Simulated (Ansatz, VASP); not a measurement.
Co in VASP and in Ansatz

```xyz
2
Lattice="2.5263 0.0000 0.0000 -1.2632 2.1879 0.0000 0.0000 0.0000 4.0808" Properties=species:S:1:pos:R:3 pbc="T T T"
Co    0.0000    1.4586    1.0202
Co    1.2632    0.7293    3.0606
```

Alike in both runs: task single point; functional PBE; k mesh 24 × 24 × 13; occupations fermi-dirac, width 0.05 eV; collinear spin.

```csv
,VASP,Ansatz
version,VASP 6.6.1,Ansatz 0.2.0
potentials or method,"VASP PAW PBE potentials, release 64 (Co), cutoff 520 eV","plane waves (420 eV) with PAW, scalar-relativistic"
valence electrons in the cell,18,34
```

VASP gave:

```
pressure (GPa)                                                : -7.9
traceless stress, the component that is largest in VASP (GPa) : 0.14
net moment per atom (μB)                                      : 1.63
size of the moment on the site where the two differ most (μB) : 1.66
```

Task: Which values does Ansatz return?

Result: Pressure (GPa): -7.4; traceless stress, the component that is largest in VASP (GPa): 0.28; net moment per atom (μB): 1.64; size of the moment on the site where the two differ most (μB): 1.72.

Site moments also hang on the region over which each program counts them. VASP's potentials hold 18 valence electrons a cell and Ansatz's 34, so a difference there can come from the potentials and not from the codes.
